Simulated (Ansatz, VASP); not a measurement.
**Two plane-wave programs on BaMg3H3**

The input INCAR:

```
ALGO = Normal
EDIFF = 1E-6
ENCUT = 840
GGA = PE
GGA_COMPAT = False
ISIF = 2
ISMEAR = 0
LASPH = True
LCHARG = False
LREAL = False
LWAVE = False
NBANDS = 30
NELM = 120
PREC = Accurate
SIGMA = 0.1
```

File KPOINTS:

```
k-points
0
Gamma
  4 4 4
```

The input POSCAR:

```
BaMg3H3
1.0
    4.7800026200      0.0000000000      0.0000000000
    0.0000000000      4.7800026200      0.0000000000
    0.0000000000      0.0000000000      5.7246768200
Ba Mg H
1 3 3
Direct
    0.0000000000      0.0000000000      0.4261544800
    0.5000000000      0.0000000000      0.0270343200
    0.0000000000      0.5000000000      0.0270343200
    0.5000000000      0.5000000000      0.3811027500
    0.5000000000      0.5000000000      0.8039672200
    0.5000000000      0.0000000000      0.4589806300
    0.0000000000      0.5000000000      0.4589806300
```

Input for Ansatz:

```yaml
crystal:
  lattice:
    - [4.78000262, 0.0, 0.0]
    - [0.0, 4.78000262, 0.0]
    - [0.0, 0.0, 5.72467682]
  atoms:
    - { symbol: Ba, position: [0.0, 0.0, 0.42615448] }
    - { symbol: Mg, position: [0.5, 0.0, 0.02703432] }
    - { symbol: Mg, position: [0.0, 0.5, 0.02703432] }
    - { symbol: Mg, position: [0.5, 0.5, 0.38110275] }
    - { symbol: H, position: [0.5, 0.5, 0.80396722] }
    - { symbol: H, position: [0.5, 0.0, 0.45898063] }
    - { symbol: H, position: [0.0, 0.5, 0.45898063] }
basis:
  ecutwfc: 420
kpoints:
  mp_grid: { grid: [4, 4, 4] }
hamiltonian:
  xc: pbe
scf:
  occupations: { method: gaussian, width: 0.1 }
  lower_state_search: "off"
output:
  forces: true
  stress: true
  eigenvalues: true
```

Alike in both runs: task single point; functional PBE; k mesh 4 × 4 × 4; occupations gaussian, width 0.1 eV; no spin polarisation.

|  | VASP | Ansatz |
| --- | --- | --- |
| version | VASP 6.6.1 | Ansatz 0.2.0 |
| potentials or method | VASP PAW PBE potentials, release 64 (Ba_sv, Mg_sv, H), cutoff 840 eV | scalar-relativistic, plane waves, PAW |
| valence electrons in the cell | 43 | 43 |

VASP gave:

```
gap on the k mesh at the Fermi level (eV)                     : none
pressure (GPa)                                                : 2.1
traceless stress, the component that is largest in VASP (GPa) : -1.02
rms of the force components (eV/Å)                            : 0.522
```

**Question.** Estimate Ansatz's values.

**Answer.** gap on the k mesh at the Fermi level (eV): none; pressure (GPa): 1.9; traceless stress, the component that is largest in VASP (GPa): -0.80; rms of the force components (eV/Å): 0.521.

Atom by atom the forces differ by 0.019 eV/Å (rms over components). A gap of «none» marks a metal or a gap that the smearing closes.

Neither program's run includes spin-orbit coupling.
